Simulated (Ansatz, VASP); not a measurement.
SnO2 in VASP and in Ansatz

```
Sn O
1.0
     1.61709    0.93363    4.80059
    -1.61709    0.93363    4.80059
     0.00000   -1.86726    4.80059
Sn O
1 2
Direct
  0.50000 0.50000 0.50000
  0.76283 0.76283 0.76283
  0.23717 0.23717 0.23717
```

Alike in both runs: functional LDA; k mesh 10 × 10 × 10; no spin polarisation.

```csv
,VASP,Ansatz
version,VASP 6.6.1,Ansatz 0.2.0
potentials or method,"VASP PAW LDA potentials, release 64 (Sn_d, O)",Ansatz PAW
plane-wave cutoff (eV),520,420
occupations,"gaussian, width 0.01 eV",fixed
valence electrons in the cell,26,26
task,single point,band structure
```

VASP gave:

* gap on the k mesh at the Fermi level (eV): 1.77
* least direct gap on the mesh (eV): 1.90
* pressure (GPa): -8.5
* traceless stress, the component that is largest in VASP (GPa): 1.29
* rms of the force components (eV/Å): 0.291

**Question.** Which values does Ansatz return?

**Answer.** gap on the k mesh at the Fermi level (eV): 1.77; least direct gap on the mesh (eV): 1.89; pressure (GPa): -9.1; traceless stress, the component that is largest in VASP (GPa): 1.77; rms of the force components (eV/Å): 0.319.

LDA's correlation is that of Perdew and Zunger in VASP and of Perdew and Wang (1992) in Ansatz. Atom by atom the forces differ by 0.027 eV/Å (rms over components).
